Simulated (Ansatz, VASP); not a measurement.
Cs in VASP and in Ansatz

INCAR

```
SYSTEM = Cs
PREC     = Accurate       ! precision mode
ENCUT    = 520            ! plane-wave cutoff, eV
EDIFF    = 1E-7           ! SCF threshold, eV
ISMEAR   = 0              ! smearing method
SIGMA    = 0.1            ! smearing width, eV
LREAL    = .FALSE.        ! projectors in reciprocal space
LASPH    = .TRUE.         ! aspherical terms in the spheres
NELM     = 80             ! most SCF steps
ALGO     = Normal         ! electronic algorithm
ISIF     = 2              ! what is computed and relaxed
LWAVE    = .FALSE.        ! write WAVECAR
LCHARG   = .FALSE.        ! write CHGCAR
GGA      = PE             ! functional
NBANDS   = 10             ! bands
```

KPOINTS

```
regular mesh
0
G
  4 4 4
  0 0 0
```

The input POSCAR:

```
Cs
1.0
    5.1872294000      0.0000000000      0.0000000000
    0.0000000000      5.1872294000      0.0000000000
    0.0000000000      0.0000000000      5.3180331500
Cs
1
Direct
    0.5000000000      0.5000000000      0.0000000000
```

Input for Ansatz:

```yaml
crystal:
  lattice:
    - [5.1872294, 0.0, 0.0]
    - [0.0, 5.1872294, 0.0]
    - [0.0, 0.0, 5.31803315]
  atoms:
    - { symbol: Cs, position: [0.5, 0.5, 0.0] }
basis:
  ecutwfc: 420
kpoints:
  mp_grid: { grid: [4, 4, 4] }
hamiltonian:
  xc: pbe
scf:
  occupations: { method: gaussian, width: 0.1 }
  lower_state_search: "off"
output:
  forces: true
  stress: true
  eigenvalues: true
```

Alike in both runs: task single point; functional PBE; k mesh 4 × 4 × 4; occupations gaussian, width 0.1 eV; no spin polarisation.

|  | VASP | Ansatz |
| --- | --- | --- |
| version | VASP 6.6.1 | Ansatz 0.2.0 |
| potentials or method | VASP PAW PBE potentials, release 64 (Cs_sv), cutoff 520 eV | scalar-relativistic, plane waves, PAW |
| valence electrons in the cell | 9 | 9 |

```tsv
	VASP	Ansatz	Ansatz less VASP
gap on the k mesh at the Fermi level (eV)	none	none	-
pressure (GPa)	-0.1	-0.1	+0.01
```

A gap of «none» marks a metal or a gap that the smearing closes.

Neither program's run includes spin-orbit coupling.
